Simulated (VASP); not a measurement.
**Be12Cl: single point with PBE+D3(BJ)**

System: Be12Cl, a slab with vacuum.

```
Be Cl
1.0
     4.58000    0.00000    0.00000
     2.29000    3.96640    0.00000
     0.00000    0.00000   16.58843
Be Cl
12 1
Direct
  0.00000 0.00000 0.06028
  0.50000 0.00000 0.06028
  0.00000 0.50000 0.06028
  0.50000 0.50000 0.06028
  0.83329 0.33328 0.16643
  0.33334 0.33353 0.16656
  0.83326 0.83307 0.16853
  0.33333 0.83297 0.16657
  0.00749 0.00644 0.27606
  0.48630 0.00659 0.27591
  0.00758 0.48534 0.27601
  0.50051 0.49957 0.26434
  0.83470 0.83209 0.37578
```

```
Program                : VASP 6.6.1
Task                   : single point
Functional             : PBE
Dispersion             : D3(BJ)
Potentials or basis    : VASP PAW PBE potentials, release 64 (Be, Cl)
Cutoff                 : 520 eV
k mesh                 : 4 × 4 × 1
Occupations            : fermi-dirac, width 0.1 eV
Spin                   : no spin polarisation
Dipole correction      : no
Further INCAR settings : ALGO = Normal; EDIFF = 1e-06; NBANDS = 28
```

```yaml
Largest_force: 0.032 eV/Å
Band_gap_on_the_k_mesh: zero (an odd number of electrons rules out a gap without spin polarisation)
Dispersion_energy_per_atom: -0.232 eV
```

Forces in eV/Å, atoms in the order of the input:
```
Be  -0.021 -0.017 -0.017
Be   0.018 -0.013 -0.013
Be   0.003  0.024 -0.018
Be  -0.002  0.000  0.025
Be  -0.007  0.000  0.005
Be   0.008 -0.004 -0.013
Be   0.006  0.004  0.012
Be   0.004 -0.007 -0.012
Be  -0.011  0.002  0.005
Be   0.014 -0.007  0.020
Be  -0.006  0.013  0.011
Be   0.002 -0.003  0.004
Cl  -0.007  0.008 -0.009
```

Levels at points of the mesh, in eV from the Fermi level:
```tsv
k point	band 13	band 14	band 15	band 16	band 17	band 18	band 19	band 20
(0.00, 0.00, 0.00)	-1.96	-1.75	-1.75	-1.75	0.25	2.82	2.87	2.87
(0.50, 0.00, 0.00)	-1.32	-0.87	0.24	0.82	1.08	2.51	3.16	3.22
(0.50, 0.50, 0.00)	-1.32	-0.86	0.25	0.82	1.08	2.50	3.16	3.22
(0.00, 0.50, 0.00)	-1.32	-0.86	0.24	0.82	1.08	2.50	3.16	3.22
```

Wall time 5.2 min on 1 thread of Intel Xeon 8259CL (shared host), peak memory 0.41 GiB.

Caveat: the k points lie up to 0.40 Å⁻¹ apart, too coarse for converged energies and pressures of a metal; there is no dipole correction, which matters where the two faces differ.
